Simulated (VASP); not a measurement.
A run of VASP 6.6.1 is set up as follows.

The input INCAR:

```
ALGO = Normal
EDIFF = 1E-6
ENCUT = 520
GGA = PE
ISIF = 2
ISMEAR = -1
LASPH = T
LCHARG = T
LELF = T
LREAL = F
LVHAR = T
LWAVE = F
NBANDS = 19
NELM = 80
PREC = Accurate
SIGMA = 0.05
```

KPOINTS

```
k-points
0
Gamma
  8 8 8
```

Contents of POSCAR:

```
HfGe
1.0
    3.5008378700      0.0000000000      0.0000000000
    0.0000000000      3.5008378700      0.0000000000
    0.0000000000      0.0000000000      3.5008378700
Hf Ge
1 1
Direct
    0.0000000000      0.0000000000      0.0000000000
    0.5000000000      0.5000000000      0.5000000000
```

Potentials or basis: VASP PAW PBE potentials, release 64 (Hf_pv, Ge_d).

Launch:

```console
$ cat potpaw_PBE.64/Hf_pv/POTCAR potpaw_PBE.64/Ge_d/POTCAR > POTCAR
$ mpirun -np 1 vasp_std > vasp.out
```

**Question.** What does it give for the pressure?

**Answer.** -11.6 GPa.

**Question.** Estimate the band gap on the k mesh.

**Answer.** Zero (band 12 reaches 7.03 eV, above the bottom of band 13 at 5.04 eV).

Caveat: spin-orbit coupling is left out, which moves the levels of the heavy elements.
